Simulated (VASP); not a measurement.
The system is SiC3.

```
C Si
1.0
     2.79640    0.00000    0.00000
     0.00000    2.79640    0.00000
     0.00000    0.00000    4.09004
C Si
3 1
Direct
  0.50000 0.00000 0.78627
  0.50000 0.50000 0.00000
  0.00000 0.50000 0.21373
  0.00000 0.00000 0.50000
```

Base run:

- Program: VASP 6.6.1
- Functional: PBE
- Potentials or basis: VASP PAW PBE potentials, release 64 (C, Si)
- Cutoff: 520 eV
- k mesh: 6 × 6 × 4
- Occupations: gaussian, width 0.01 eV
- Spin: no spin polarisation

Its results: band gap on the k mesh 1.64 eV, indirect (least direct gap 1.85 eV); pressure 3.3 GPa; largest force 0.318 eV/Å.

Problem. The run is repeated on the same cell with these changes: functional from PBE to HSE06; k mesh from 6 × 6 × 4 to 4 × 4 × 4. What comes out?

Solution. Band gap on the k mesh 2.62 eV, indirect (least direct gap 2.92 eV); pressure -3.2 GPa; largest force 0.237 eV/Å.

Several settings changed at once, so the effect can't be laid on one alone.

Caveats: some runs use coarse meshes; the PAW data sets were made with another functional, which shifts forces and pressure a little (some runs).

A k mesh can miss the band edges.
